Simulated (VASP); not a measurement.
## Pt: relaxation of cell and atoms with LDA

Pt:

```xyz
2
Lattice="0.0000 2.7314 2.7314 2.7314 0.0000 2.7314 2.7314 2.7314 0.0000" Properties=species:S:1:pos:R:3 pbc="T T T"
Pt    0.6829    0.6829    0.6829
Pt    4.7800    4.7800    4.7800
```

```yaml
Program: VASP 6.6.1
Task: relaxation of cell and atoms
Functional: LDA
Potentials_or_basis: VASP PAW LDA potentials, release 64 (Pt)
Cutoff: 600 eV
k_mesh: 10 × 10 × 10
Occupations: fermi-dirac, width 0.1 eV
Spin: no spin polarisation
Dipole_correction: no
Further_INCAR_settings: ALGO = Normal; EDIFF = 1e-06; IBRION = 2; EDIFFG = -0.01; NSW = 80; ISIF = 3
```

| Property | Result |
| --- | --- |
| Relaxed volume | 22.54 Å³/atom |
| Relaxed cell | a = 3.995 Å, b = 3.995 Å, c = 3.995 Å, α = 60.00°, β = 60.00°, γ = 60.00° |
| Space group after relaxing (to 0.05 Å) | Fd-3m (No. 227) |
| Energy gained by relaxing | 115.9 meV/atom |
| Ionic steps | 18 |
| Pressure after relaxing | 0.1 GPa |
| Band gap on the k mesh | zero (band 10 reaches 5.84 eV, above the bottom of band 11 at 5.21 eV) |

Step by step:
```
step  energy change (eV)  largest force (eV/Å)  pressure (GPa)  volume (Å³)
   1              0.0000                0.0000           18.98        40.76
   2              0.6040                0.0000          -17.92        56.72
   3             -0.2304                0.0000           -1.17        45.47
   4             -0.2318                0.0000           -0.20        45.15
   5             -0.2318                0.0000            0.09        45.06
   6             -0.2318                0.0000            0.10        45.06
   7             -0.2318                0.0000            0.10        45.06
   8             -0.2318                0.0000            0.09        45.06
   9             -0.2318                0.0000            0.09        45.06
  10             -0.2318                0.0000            0.09        45.06
  11             -0.2318                0.0000            0.09        45.06
  12             -0.2318                0.0000            0.09        45.06
  13             -0.2318                0.0000            0.09        45.06
  14             -0.2318                0.0000            0.09        45.07
  15             -0.2318                0.0000            0.09        45.07
  16             -0.2318                0.0000            0.09        45.07
  17             -0.2318                0.0000            0.08        45.07
  18             -0.2318                0.0000            0.06        45.08
```

Final structure:
```
CELL_PARAMETERS angstrom
0.00000 2.82468 2.82468
2.82468 0.00000 2.82468
2.82468 2.82468 0.00000
ATOMIC_POSITIONS crystal
Pt 0.12500 0.12500 0.12500
Pt 0.87500 0.87500 0.87500
```

Levels at points of the mesh, in eV from the Fermi level:
```tsv
k point	band 6	band 7	band 8	band 9	band 10	band 11	band 12	band 13	band 14
(0.00, 0.00, 0.00)	-4.69	-2.05	-2.05	-2.05	-0.06	-0.06	10.69	10.71	12.03
(0.50, 0.00, 0.00)	-4.55	-1.62	-1.48	-1.48	-0.45	-0.45	0.77	8.22	8.22
(0.50, 0.50, 0.00)	-3.63	-2.70	-2.70	-0.17	-0.17	1.33	1.33	3.83	3.83
```

It took 54 s on 1 thread of Intel(R) Xeon(R) 6975P-C (Granite Rapids), with other jobs on the host, peak memory 0.17 GiB.

Caveat: spin-orbit coupling is left out, which moves the levels of the heavy elements.
